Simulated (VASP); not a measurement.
Write the native input for VASP 6.6.1 that does the following.

```yaml
Task: single point
Functional: PBE
Potentials_or_basis: VASP PAW PBE potentials, release 64 (N, B)
Cutoff: 520 eV
k_mesh: 8 × 8 × 8
Occupations: fermi-dirac, width 0.04 eV
Spin: no spin polarisation
Dipole_correction: no
Further_INCAR_settings: ALGO = Normal; EDIFF = 1e-06; NBANDS = 11
```

The structure of BN lies in POSCAR:

```
BN
1.0
    0.0000000000      1.8130010000      1.8130010000
    1.8130010000      0.0000000000      1.8130010000
    1.8130010000      1.8130010000      0.0000000000
N B
1 1
Direct
    0.2500000000      0.2500000000      0.2500000000
    0.0000000000      0.0000000000      0.0000000000
```

These files were run (other wordings do the same):

INCAR

```
PREC = Accurate
ENCUT = 520
EDIFF = 1E-6
ISMEAR = -1
SIGMA = 0.04
LREAL = False
LASPH = True
NELM = 100
ALGO = Normal
ISIF = 2
LWAVE = False
LCHARG = False
GGA = PE
NBANDS = 11
```

KPOINTS

```
Automatic mesh
0
Gamma
  8 8 8
```

Potentials or basis: VASP PAW PBE potentials, release 64 (N, B).

Command:

```console
$ cat potpaw_PBE.64/N/POTCAR potpaw_PBE.64/B/POTCAR > POTCAR
$ mpirun -np 1 vasp_std > vasp.out
```

It gave:

The pressure is -0.2 GPa and the band gap on the k mesh is 4.45 eV, indirect (least direct gap 8.78 eV).

Wall time 3.2 s on 1 thread of Intel Xeon 6975P-C, on a shared host, peak memory 0.12 GiB.
